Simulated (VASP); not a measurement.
**TiCo: single point with PBE**

Crystal: TiCo.

```xyz
2
Lattice="2.9856 0.0000 0.0000 0.0000 2.9856 0.0000 0.0000 0.0000 2.9856" Properties=species:S:1:pos:R:3 pbc="T T T"
Ti    0.0000    0.0000    0.0000
Co    1.4928    1.4928    1.4928
```

| Item | Value |
| --- | --- |
| Program | VASP 6.6.1 |
| Task | single point |
| Functional | PBE |
| Potentials or basis | VASP PAW PBE potentials, release 64 (Ti_sv, Co) |
| Cutoff | 520 eV |
| k mesh | 18 × 18 × 18 |
| Occupations | gaussian, width 0.1 eV |
| Spin | collinear spin, ferromagnetic start |
| Starting moments | [0.0, 1.09] μB |
| Dipole correction | no |
| Further INCAR settings | ALGO = Normal; EDIFF = 1e-06; NBANDS = 22 |

```json
{"Pressure": "-0.6 GPa", "Net moment": "0.86 μB per cell", "Site moments": "Ti -0.03; Co +0.94 μB", "Valence electrons inside the program's atomic spheres": "Ti 10.29; Co 8.29"}
```

Levels at points of the mesh, in eV from the Fermi level:
Spin up:
```csv
k point,band 8,band 9,band 10,band 11,band 12,band 13,band 14,band 15
"(0.00, 0.00, 0.00)",-1.88,-1.88,-1.88,0.47,0.47,2.66,2.66,2.66
"(0.50, 0.00, 0.00)",-2.00,-2.00,-1.53,-0.70,-0.62,0.66,0.66,2.23
"(0.50, 0.50, 0.00)",-2.73,-1.52,-0.79,0.63,0.63,1.10,2.44,2.44
"(0.50, 0.50, 0.50)",-2.09,-2.09,-2.09,-1.49,-1.49,3.19,3.19,6.92
```
Spin down:
| k point | band 8 | band 9 | band 10 | band 11 | band 12 | band 13 |
| --- | --- | --- | --- | --- | --- | --- |
| (0.00, 0.00, 0.00) | -1.33 | -1.33 | -1.33 | 1.02 | 1.02 | 2.76 |
| (0.50, 0.00, 0.00) | -1.41 | -1.41 | -0.90 | -0.81 | 0.59 | 0.66 |
| (0.50, 0.50, 0.00) | -2.30 | -0.01 | 0.29 | 0.60 | 0.60 | 1.25 |
| (0.50, 0.50, 0.50) | -2.09 | -2.09 | -2.09 | 0.03 | 0.03 | 3.12 |

Run time: 110 s on 1 thread of Intel(R) Xeon(R) 6975P-C (Granite Rapids), on a shared host, peak memory 0.31 GiB.
